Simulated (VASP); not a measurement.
# LiH (R-3m) in VASP: single point with HSE06

Aim: the single point of LiH with HSE06.

Everything below comes from runs of VASP 6.6.1. Logs are shortened: lines on timing, memory, paths and dates and some standing lists are left out, and cuts for length are marked.

## 1. The cell of the first run

The structure is trigonal, space group R-3m (No. 166). The conventional cell has a = 2.935 Å, b = 2.935 Å, c = 6.926 Å, α = 90.00°, β = 90.00°, γ = 120.00°. Within 2.7 Å of Li (site symmetry -3m) lie 6 H at 2.05 Å. H (site symmetry -3m) has 6 Li at 2.05 Å within 2.7 Å.

## 2. Single point, HSE06 (epitaxial 111 strain +3.6%)

POSCAR reads:

```
LiH
1.0
   -0.0507565516      2.0247467028      2.0247467028
    2.0247467028     -0.0507565516      2.0247467028
    2.0247467028      2.0247467028     -0.0507565516
Li H
1 1
Direct
    0.0000000000      0.0000000000      0.0000000000
    0.5000000000      0.5000000000      0.5000000000
```

INCAR.step1 reads:

```
SYSTEM = LiH
PREC = Accurate ; ENCUT = 520
EDIFF = 1E-5 ; ISMEAR = 0
SIGMA = 0.01 ; LREAL = .FALSE.
LASPH = .TRUE. ; NELM = 60
ALGO = Normal ; ISIF = 2
LWAVE = .TRUE. ; LCHARG = .FALSE.
GGA = PE ; NBANDS = 9
```

INCAR.step2 reads:

```
SYSTEM = LiH
PREC = Accurate ; ENCUT = 520
EDIFF = 1E-6 ; ISMEAR = 0
SIGMA = 0.01 ; LREAL = .FALSE.
LASPH = .TRUE. ; NELM = 60
ALGO = Normal ; ISIF = 2
LWAVE = .FALSE. ; LCHARG = .FALSE.
GGA = PE ; LHFCALC = .TRUE.
HFSCREEN = 0.2079 ; PRECFOCK = Normal
ISTART = 1 ; NBANDS = 9
```

KPOINTS reads:

```
Automatic mesh
0
G
  8 8 8
  0 0 0
```

Potentials or basis: VASP PAW PBE potentials, release 64 (Li_sv, H).

Command:

```sh
cat potpaw_PBE.64/Li_sv/POTCAR potpaw_PBE.64/H/POTCAR > POTCAR
cp INCAR.step1 INCAR
mpirun -np 1 vasp_std > vasp.out
cp INCAR.step2 INCAR
mpirun -np 1 vasp_std > vasp.out
```

OUTCAR:

```text
SYSTEM = LiH
   PREC = Accurate
   ENCUT = 520
   EDIFF = 1E-6
   ISMEAR = 0
   LREAL = .FALSE.
   LASPH = .TRUE.
   NELM = 60
   ISIF = 2
   GGA = PE
   LHFCALC = .TRUE.
   HFSCREEN = 0.2079
   PRECFOCK = Normal
   ISTART = 1

 ion  position               nearest neighbor table
   1  0.000  0.000  0.000-
   2  0.500  0.500  0.500-

  LATTYP: Found a trigonal (rhomboedric) cell.
 ALAT       =     2.8638740630
 COS(alpha) =     0.4747827216

  Lattice vectors:

 A1 = (  -0.0507565516,   2.0247467028,   2.0247467028)
 A2 = (   2.0247467028,  -0.0507565516,   2.0247467028)
 A3 = (   2.0247467028,   2.0247467028,  -0.0507565516)

Analysis of symmetry for initial positions (statically):
=====================================================================
 Subroutine PRICEL returns:
 Original cell was already a primitive cell.

 Routine SETGRP: Setting up the symmetry group for a
 trigonal (rhombohedral) supercell.

 Subroutine GETGRP returns: Found 12 space group operations
 (whereof 12 operations were pure point group operations)
 out of a pool of 12 trial point group operations.

The static configuration has the point symmetry D_3d.

Analysis of symmetry for dynamics (positions and initial velocities):
=====================================================================
 Subroutine PRICEL returns:
 Original cell was already a primitive cell.

 Routine SETGRP: Setting up the symmetry group for a
 trigonal (rhombohedral) supercell.

 Subroutine GETGRP returns: Found 12 space group operations
 (whereof 12 operations were pure point group operations)
 out of a pool of 12 trial point group operations.

The dynamic configuration has the point symmetry D_3d.

 Subroutine INISYM returns: Found 12 space group operations
 (whereof 12 operations are pure point group operations),
 and found     1 'primitive' translations

----------------------------------------------------------------------------------------

                                     Primitive cell

  volume of cell :      17.2254

  direct lattice vectors                    reciprocal lattice vectors
    -0.050756552  2.024746703  2.024746703    -0.237847580  0.243963276  0.243963276
     2.024746703 -0.050756552  2.024746703     0.243963276 -0.237847580  0.243963276
     2.024746703  2.024746703 -0.050756552     0.243963276  0.243963276 -0.237847580

  length of vectors
     2.863874063  2.863874063  2.863874063     0.419055642  0.419055642  0.419055642

[... 94 lines left out ...]
   EFERMI =   0.00;   METHOD = LEGACY
   ISMEAR =     0;   SIGMA  =   0.01  broadening in eV -4-tet -1-fermi 0-gaus
   EFERMI_NEDOS =   21; number of points for ismear=-14 and -15
   IALGO  =     38    algorithm
   IMIX   =      1    mixing-type and parameters
     AMIX     =   0.40;   BMIX     =  1.00
     AMIX_MAG =   1.60;   BMIX_MAG =  1.00
  volume/ion in A,a.u.               =       8.61        58.12
  Fermi-wavevector in a.u.,A,eV,Ry     =   1.006248  1.901533 13.776370  1.012535
  Thomas-Fermi vector in A             =   2.138978
   LORBIT       =      0    0 simple, 1 ext, 2 COOP (PROOUT), +10 PAW based schemes
   GGA     = PE    functional components
   LHFCALC =     T    Hartree Fock is set to
   PRECFOCK=normal    Normal, Fast or Accurate (Low or Medium for compatibility)
   ENCUT4O =  -1.0   cutoff for four orbital integrals eV
   NKREDX  =     1    reduce k-point grid by
   NKREDY  =     1    reduce k-point grid by
   NKREDZ  =     1    reduce k-point grid by
   AEXX    =    0.2500 exact exchange contribution
   HFSCREEN=    0.2079 screening length (either q_TF or 0.3 A-1)
   HFSCREENC=   0.2079 screening length for correlation (either q_TF or 0.3 A-1)
   ENCUTFOCK=  -1.0 apply spherical cutoff to Coloumb kernel
   IVDW    =     0    specifies the selected vdW correction
   LEPSILON=     F    determine dielectric tensor
   LRPA    =     F    only Hartree local field effects (RPA)
 non-spin polarized calculation
 Gauss-broadening in eV      SIGMA  =   0.01
  energy-cutoff  :      520.00
  volume of cell :       17.23
 maximum number of plane-waves:       480
 NGX is ok and might be reduce to    24
  NGX = 16; NGY = 16; NGZ = 16

 number of electron       4.0000002 magnetization

 Free energy of the ion-electron system (eV)
  ---------------------------------------------------
  ext. energy  EPLUGINS =         0.00000000
  ---------------------------------------------------
  free energy    TOTEN  =        -6.77043323 eV

  energy without entropy =       -6.77043323  energy(sigma->0) =       -6.77043323

 E-fermi :  -0.6315     XC(G=0):  -6.9570

 val. band max:       -0.8924226132   @ k =   0.5000   0.5000   0.0000
 cond. band min:       3.1102460577   @ k =   0.5000   0.5000   0.0000
 fundamental gap:      4.0026686710
 Fermi energy:        -0.6314579964

 k-point     1 :       0.0000    0.0000    0.0000
  band No.  band energies     occupation
      1     -48.2647      2.00000
      2      -6.6875      2.00000
      3      16.1150      0.00000
      4      17.5269      0.00000
      5      17.5269      0.00000
      6      18.4607      0.00000
      7      21.9177      0.00000
      8      21.9177      0.00000
      9      23.2831      0.00000
[... 265 lines left out ...]
 k-point    24 :       0.3750    0.1250    0.1250
  band No.  band energies     occupation
      1     -48.2361      2.00000
      2      -4.7986      2.00000
      3       8.3783      0.00000
      4      12.4002      0.00000
      5      15.8979      0.00000
      6      17.2902      0.00000
      7      20.5816      0.00000
      8      23.2623      0.00000
      9      25.0314      0.00000

 [... further k-points ...]

------------------------ aborting loop because EDIFF is reached ----------------------------------------

  FORCE on cell =-STRESS in cart. coord.  units (eV):
  Direction    XX          YY          ZZ          XY          YZ          ZX
  --------------------------------------------------------------------------------------
  -------------------------------------------------------------------------------------
  Total       -0.3096108     -0.3096108     -0.3096108      0.1188240      0.1188240      0.1188240
  in kB      -28.7976518    -28.7976518    -28.7976518     11.0521059     11.0521059     11.0521059
  external PRESSURE =     -28.7976518 kB  Pullay stress =       0.0000000 kB

 VOLUME and BASIS-vectors are now :
 -----------------------------------------------------------------------------
  energy-cutoff  :      520.00
  volume of cell :       17.23
      direct lattice vectors                 reciprocal lattice vectors
    -0.050756552  2.024746703  2.024746703    -0.237847580  0.243963276  0.243963276
     2.024746703 -0.050756552  2.024746703     0.243963276 -0.237847580  0.243963276
     2.024746703  2.024746703 -0.050756552     0.243963276  0.243963276 -0.237847580

 POSITION                                       TOTAL-FORCE (eV/Angst)
 -----------------------------------------------------------------------------------
      0.00000      0.00000      0.00000        -0.000000      0.000000     -0.000000
      1.99937      1.99937      1.99937         0.000000     -0.000000      0.000000
 -----------------------------------------------------------------------------------
    total drift:                                0.000000     -0.000000      0.000000

  FREE ENERGIE OF THE ION-ELECTRON SYSTEM (eV)
  ---------------------------------------------------
  free  energy   TOTEN  =        -6.7704332276 eV

  energy  without entropy=       -6.7704332276  energy(sigma->0) =       -6.77043323
```

OUTCAR.step1:

```text
SYSTEM = LiH
   PREC = Accurate
   ENCUT = 520
   EDIFF = 1E-5
   ISMEAR = 0
   LREAL = .FALSE.
   LASPH = .TRUE.
[... 511 lines left out ...]
      0.00000      0.00000      0.00000        -0.000000      0.000000     -0.000000
      1.99937      1.99937      1.99937         0.000000     -0.000000      0.000000
 -----------------------------------------------------------------------------------
    total drift:                                0.000000     -0.000000     -0.000000

  FREE ENERGIE OF THE ION-ELECTRON SYSTEM (eV)
  ---------------------------------------------------
  free  energy   TOTEN  =        -6.1143967857 eV

  energy  without entropy=       -6.1143967857  energy(sigma->0) =       -6.11439679
```

OSZICAR.step1:

```text
N       E                     dE             d eps       ncg     rms          rms(c)
DAV:   1    -0.148081859120E+01   -0.14808E+01   -0.14112E+03  1178   0.399E+02
DAV:   2    -0.628427495025E+01   -0.48035E+01   -0.47755E+01  1638   0.552E+01
DAV:   3    -0.635352916887E+01   -0.69254E-01   -0.69218E-01  1449   0.542E+00
DAV:   4    -0.635381599534E+01   -0.28683E-03   -0.28680E-03  1669   0.336E-01
DAV:   5    -0.635381704340E+01   -0.10481E-05   -0.10481E-05  1481   0.141E-02    0.284E+00
DAV:   6    -0.617169222481E+01    0.18212E+00   -0.15502E-01  1317   0.119E+00    0.141E+00
DAV:   7    -0.611249159893E+01    0.59201E-01   -0.19414E-01  1354   0.152E+00    0.220E-01
DAV:   8    -0.611443665907E+01   -0.19451E-02   -0.47621E-03  1377   0.441E-01    0.438E-02
DAV:   9    -0.611439735124E+01    0.39308E-04   -0.16810E-04  1512   0.471E-02    0.782E-03
DAV:  10    -0.611439678569E+01    0.56554E-06   -0.70313E-06  1135   0.187E-02
   1 F= -.61143968E+01 E0= -.61143968E+01  d E =0.000000E+00
```

Run time: 5.5 min. Hardware: 1 thread of Intel Xeon Platinum 8259CL at 2.50GHz (Skylake/Cascade Lake), shared host; peak memory 0.25 GiB.

What came out:

| Property | Result |
| --- | --- |
| Free energy | -6.7704 eV |
| Band gap on the k mesh | 4.00 eV |

Levels at points of the mesh, in eV from the valence-band top:
| k point | band 1 | band 2 | band 3 | band 4 | band 5 | band 6 |
| --- | --- | --- | --- | --- | --- | --- |
| (0.00, 0.00, 0.00) | -47.37 | -5.80 | 17.01 | 18.42 | 18.42 | 19.35 |
| (0.50, 0.00, 0.00) | -47.33 | -2.76 | 5.69 | 14.76 | 17.36 | 17.80 |
| (0.50, 0.50, 0.00) | -47.32 | 0.00 | 4.00 | 11.42 | 12.24 | 14.82 |
| (0.50, 0.50, 0.50) | -47.33 | -2.40 | 6.06 | 14.17 | 16.91 | 16.91 |

Caveat: the cell differs from its parent crystal (epitaxial 111 strain +3.6%); the cutoff is under 1.25 times the usual one of these potentials, so pressure, stress and relaxed cells hold a basis-set (Pulay) error; the PAW data sets were made with another functional, which shifts forces and pressure a little. A k mesh can miss the band edges.
